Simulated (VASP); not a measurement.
Mn:

```xyz
2
Lattice="2.5518 0.0000 0.0000 -1.2759 2.2099 0.0000 0.0000 0.0000 4.1671" Properties=species:S:1:pos:R:3 pbc="T T T"
Mn    0.0000    1.4733    1.0418
Mn    1.2759    0.7366    3.1253
```

```yaml
Program: VASP 6.6.1
Task: relaxation of cell and atoms
Functional: RPBE
Potentials_or_basis: VASP PAW PBE potentials, release 64 (Mn_pv)
Cutoff: 600 eV
k_mesh: 14 × 14 × 8
Occupations: fermi-dirac, width 0.05 eV
Spin: collinear spin, antiferromagnetic start
Starting_moments: "[3.0, -3.0] μB"
```

At the start: pressure -8.2 GPa; volume 11.75 Å³/atom.

Task: How do energy, volume and symmetry change on relaxing?

Result: Over 6 steps the energy falls by 19.2 meV/atom and the volume is 11.10 Å³/atom (-5.6 %); space group P6_3/mmc (No. 194, to 0.05 Å); moment 0.00 μB per cell.

Step by step:
```
step  energy change (eV)  largest force (eV/Å)  pressure (GPa)  volume (Å³)
   1              0.0000                0.0000           -8.16        23.50
   2             -0.0251                0.0000            6.55        21.52
   3             -0.0382                0.0000            0.06        22.18
   4             -0.0382                0.0000           -0.07        22.20
   5             -0.0385                0.0000           -0.13        22.19
   6             -0.0385                0.0000           -0.10        22.19
```

Final structure:
```yaml
crystal:
  lattice:
    - [2.50712, 0.00000, 0.00000]
    - [-1.25356, 2.17123, 0.00000]
    - [0.00000, 0.00000, 4.07700]
  atoms:
    - { symbol: Mn, position: [0.33333, 0.66667, 0.25000] }
    - { symbol: Mn, position: [0.66667, 0.33333, 0.75000] }
```

Caveat: the PAW data sets were made with another functional, which shifts forces and pressure a little.
